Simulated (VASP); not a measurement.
# CuH8 in VASP: further runs, part 2 of 2

VASP 6.6.1.

## 4. Single point, PBE

This run uses another cell than the first one, of 10.14 Å³/atom, 1.010 times its volume.

INCAR reads:

```
SYSTEM = CuH8
  PREC = Accurate
  ENCUT = 520
  EDIFF = 1E-6
  ISMEAR = 0
  SIGMA = 0.1
  LREAL = .False.
  LASPH = .True.
  NELM = 80
  ALGO = Normal
  ISIF = 2
  LWAVE = .False.
  LCHARG = .False.
  GGA = PE
  NBANDS = 20
```

KPOINTS reads:

```
regular mesh
0
Gamma
  4 4 4
  0 0 0
```

POSCAR reads:

```
CuH8
1.0
    3.2003847001     -3.2726925074      0.0056877677
    3.2003847001      3.2726925074      0.0056877677
   -0.1956576121      0.0000000000      4.3565015830
Cu H
1 8
Direct
    0.5000000000      0.5000000000      0.5000000000
    0.9437813911      0.9437813911      0.9720004129
    0.0562186089      0.0562186089      0.0279995871
    0.5014869155      0.5014869155      0.9004615937
    0.4985130845      0.4985130845      0.0995384063
    0.5003808607      0.9099047648      0.5011630516
    0.0900952352      0.4996191393      0.4988369484
    0.4996191393      0.0900952352      0.4988369484
    0.9099047648      0.5003808607      0.5011630516
```

Run with:

```console
> cat potpaw_PBE.64/Cu/POTCAR potpaw_PBE.64/H/POTCAR > POTCAR
> mpirun -np 1 vasp_std > vasp.out
```

Run time: 34 s. Hardware: 1 thread of Intel Xeon Platinum 8488C (Sapphire Rapids), shared host; peak memory 0.2 GiB.

It converged, with:

```yaml
Free_energy: -28.6182 eV
Pressure: -0.1 GPa
Largest_force: 0.040 eV/Å
```

Forces in eV/Å, atoms in the order of the input:
```
Cu   0.000  0.000  0.000
H    0.016  0.000  0.002
H   -0.016  0.000 -0.002
H   -0.002  0.000  0.040
H    0.002  0.000 -0.040
H    0.013  0.012  0.000
H   -0.013  0.012  0.000
H   -0.013 -0.012  0.000
H    0.013 -0.012  0.000
```

Stress tensor (GPa, compression positive):
```
-0.15  0.00  0.05
 0.00 -0.17  0.00
 0.05  0.00 -0.07
```

Levels at points of the mesh, in eV from the Fermi level:
```tsv
k point	band 7	band 8	band 9	band 10	band 11	band 12
(0.00, 0.00, 0.00)	-3.05	-2.13	-1.93	1.03	1.17	1.20
(0.50, 0.00, 0.00)	-3.10	-3.08	-1.98	1.49	1.59	2.23
(0.50, 0.50, 0.00)	-3.14	-3.13	-3.10	0.51	1.73	3.92
(0.00, 0.00, 0.50)	-3.16	-3.04	-2.12	1.59	1.70	1.72
(0.50, 0.00, 0.50)	-3.18	-3.15	-3.07	-0.26	2.01	4.19
(0.50, 0.50, 0.50)	-3.33	-3.22	-3.21	-3.13	2.98	3.67
```

Caveat: the k points lie up to 0.36 Å⁻¹ apart.

## 5. Relaxation of cell and atoms, PBE

This run uses another cell than the first one, of 10.16 Å³/atom, 1.012 times its volume.

INCAR reads:

```
SYSTEM = CuH8
ALGO = Normal
EDIFF = 1E-7
EDIFFG = -0.04
ENCUT = 600
GGA = PE
IBRION = 2
ISIF = 3
ISMEAR = 0
LASPH = .True.
LCHARG = .False.
LREAL = .False.
LWAVE = .False.
NELM = 80
NSW = 90
PREC = Accurate
SIGMA = 0.1
```

KPOINTS reads:

```
k-points
0
Gamma
  4 4 4
  0 0 0
```

POSCAR reads:

```
CuH8
1.0
    3.2008147339     -3.2779034409      0.0000000000
    3.2008147339      3.2779034409      0.0000000000
   -0.2034304407      0.0000000000      4.3588106418
Cu H
1 8
Direct
    0.5000000000      0.5000000000      0.5000000000
    0.9435792959      0.9435792959      0.9723086494
    0.0564207041      0.0564207041      0.0276913506
    0.5014934736      0.5014934736      0.9002400207
    0.4985065264      0.4985065264      0.0997599793
    0.5003195873      0.9098075717      0.5011219779
    0.0901924283      0.4996804127      0.4988780221
    0.4996804127      0.0901924283      0.4988780221
    0.9098075717      0.5003195873      0.5011219779
```

Run with:

```console
> cat potpaw_PBE.64/Cu/POTCAR potpaw_PBE.64/H/POTCAR > POTCAR
> mpirun -np 1 vasp_std > vasp.out
```

It took 1.9 min on 1 thread of Intel Xeon Platinum 8488C (Sapphire Rapids), shared host; peak memory 0.24 GiB.

Results (log left out):

```yaml
Free_energy: -28.6231 eV
Relaxed_volume: 10.16 Å³/atom
Relaxed_cell: a = 4.580 Å, b = 4.580 Å, c = 4.363 Å, α = 91.85°, β = 91.85°, γ = 91.36°
Space_group_after_relaxing_to_0.05_Å: C2/m (No. 12)
Energy_gained_by_relaxing: 0.1 meV/atom
Ionic_steps: 5
Pressure_after_relaxing: 0.0 GPa
Largest_force_after_relaxing: 0.011 eV/Å
```

Forces on the atoms (eV/Å):
```
Cu   0.000  0.000  0.000
H    0.011  0.000  0.000
H   -0.011  0.000  0.000
H    0.000  0.000  0.006
H    0.000  0.000 -0.006
H   -0.006 -0.007  0.001
H    0.006 -0.007 -0.001
H    0.006  0.007 -0.001
H   -0.006  0.007  0.001
```

Stress tensor (GPa, compression positive):
```
 0.02  0.00  0.06
 0.00 -0.02  0.00
 0.06  0.00  0.08
```

The path:
| step | energy change (eV) | largest force (eV/Å) | pressure (GPa) | volume (Å³) |
| --- | --- | --- | --- | --- |
| 1 | 0.0000 | 0.0787 | -0.12 | 91.46 |
| 2 | 0.0000 | 0.1400 | 0.16 | 91.37 |
| 3 | -0.0004 | 0.0402 | 0.03 | 91.42 |
| 4 | -0.0004 | 0.0606 | 0.02 | 91.42 |
| 5 | -0.0005 | 0.0107 | 0.03 | 91.42 |

Final structure:
```
Cu H
1.0
     3.20025   -3.27692    0.00068
     3.20025    3.27692    0.00068
    -0.20247    0.00000    4.35868
Cu H
1 8
Direct
  0.50000 0.50000 0.50000
  0.94368 0.94368 0.97232
  0.05632 0.05632 0.02768
  0.50149 0.50149 0.90086
  0.49851 0.49851 0.09914
  0.50033 0.91016 0.50113
  0.08984 0.49967 0.49887
  0.49967 0.08984 0.49887
  0.91016 0.50033 0.50113
```

Levels at points of the mesh, in eV from the Fermi level:
```tsv
k point	band 6	band 7	band 8	band 9	band 10	band 11	band 12	band 13
(0.00, 0.00, 0.00)	-3.09	-3.03	-2.12	-1.93	1.04	1.18	1.21	5.25
(0.50, 0.00, 0.00)	-3.13	-3.09	-3.07	-1.98	1.50	1.61	2.21	5.17
(0.50, 0.50, 0.00)	-3.45	-3.12	-3.12	-3.09	0.50	1.75	3.92	4.83
(0.00, 0.00, 0.50)	-3.15	-3.14	-3.03	-2.11	1.58	1.70	1.73	5.17
(0.50, 0.00, 0.50)	-3.43	-3.17	-3.14	-3.06	-0.26	2.02	4.19	4.81
(0.50, 0.50, 0.50)	-3.45	-3.32	-3.20	-3.20	-3.12	2.99	3.67	3.73
```

Caveat: the k points lie up to 0.36 Å⁻¹ apart in the final cell.

## 6. Summary

| task | cell | k mesh | cutoff (eV) | gap on the mesh (eV) | pressure (GPa) | largest force (eV/Å) |
| --- | --- | --- | --- | --- | --- | --- |
| single point | a = 4.505, b = 4.505, c = 4.454 Å, angles 90.9, 90.9, 90.8°, 9 atoms | 8 × 8 × 10 | 520 | none | -0.1 | 0.03 |
| single point | a = 6.223, b = 6.223, c = 4.364 Å, angles 132.6, 132.6, 63.6°, 9 atoms | 4 × 4 × 4 | 520 | none | -0.2 | 0.07 |
| single point | a = 4.577, b = 4.577, c = 4.361 Å, angles 91.7, 91.7, 91.3°, 9 atoms | 4 × 4 × 4 | 520 | none | -0.1 | 0.04 |
| relaxation of cell and atoms | relaxed from a = 4.581, b = 4.581, c = 4.364 Å, angles 91.9, 91.9, 91.4°, 9 atoms | 4 × 4 × 4 | 600 | none | 0.0 | 0.01 |

Alike in all rows: level PBE; potentials or basis VASP PAW PBE potentials, release 64 (Cu, H); no spin polarisation; smearing gaussian 0.1 eV.

Caveats: some runs use coarse meshes.

Total energies depend on the potentials used, so only differences within one code and one set of settings carry meaning.
